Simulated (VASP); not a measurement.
Wanted: the native input for a VASP 6.6.1 run.

```
Task                   : relaxation of cell and atoms
Functional             : PBEsol
Potentials or basis    : VASP PAW PBE potentials, release 64 (Sn_d, O)
Cutoff                 : 600 eV
k mesh                 : 6 × 6 × 6
Occupations            : gaussian, width 0.01 eV
Spin                   : no spin polarisation
Target pressure        : 4 GPa
Dipole correction      : no
Further INCAR settings : ALGO = Normal; EDIFF = 1e-07; IBRION = 2; EDIFFG = -0.05; NSW = 80; ISIF = 3
```

The structure of SnO2 lies in POSCAR:

```
SnO2
1.0
    5.8525750000      0.0000000000      0.0000000000
    3.1185479716      4.9525036779      0.0000000000
   -4.4855615363     -2.4762518668      2.8285240899
Sn O
2 4
Direct
    0.7500000000      0.2500000000      0.5000000000
    0.0000000000      0.0000000000      0.0000000000
    0.7965230000      0.7965230000      0.0000000000
    0.9534770000      0.4534770000      0.5000000000
    0.2034770000      0.2034770000      0.0000000000
    0.5465230000      0.0465230000      0.5000000000
```

These files were run (other wordings do the same):

INCAR

```
SYSTEM = SnO2
PREC = Accurate
ENCUT = 600
EDIFF = 1E-7
ISMEAR = 0
SIGMA = 0.01
LREAL = .FALSE.
LASPH = .TRUE.
NELM = 120
ALGO = Normal
ISIF = 3
LWAVE = .FALSE.
LCHARG = .FALSE.
GGA = PS
IBRION = 2
NSW = 80
EDIFFG = -0.05
PSTRESS = 40.0
GGA_COMPAT = .FALSE.
NELMIN = 4
```

KPOINTS

```
Automatic mesh
0
G
  6 6 6
  0 0 0
```

Potentials or basis: VASP PAW PBE potentials, release 64 (Sn_d, O).

Launch:

```console
$ cat potpaw_PBE.64/Sn_d/POTCAR potpaw_PBE.64/O/POTCAR > POTCAR
$ mpirun -np 1 vasp_std > vasp.out
```

It gave:

The relaxed volume is 13.45 Å³/atom, the relaxed cell is a = 5.819 Å, b = 5.819 Å, c = 5.819 Å, α = 140.00°, β = 140.00°, γ = 57.86° and the space group after relaxing (to 0.05 Å) is I4_1/amd (No. 141). The energy change on relaxing (the enthalpy is what falls) is +3.4 meV/atom. The ionic steps are 4. The pressure after relaxing is 4.0 GPa, the largest force after relaxing is 0.027 eV/Å and the band gap on the k mesh is 1.73 eV, indirect (least direct gap 2.12 eV).

Caveat: the cell is relaxed towards a set pressure, so the enthalpy falls and the energy may rise; the PAW data sets were made with another functional, which shifts forces and pressure a little; spin-orbit coupling is left out, which moves the levels of the heavy elements; the relaxation stopped at a loose force limit of 0.05 eV/Å, so its end isn't a converged minimum.

Run time: 4.2 min on 1 thread of Intel(R) Xeon(R) 6975P-C (Granite Rapids) (shared host), peak memory 0.39 GiB.
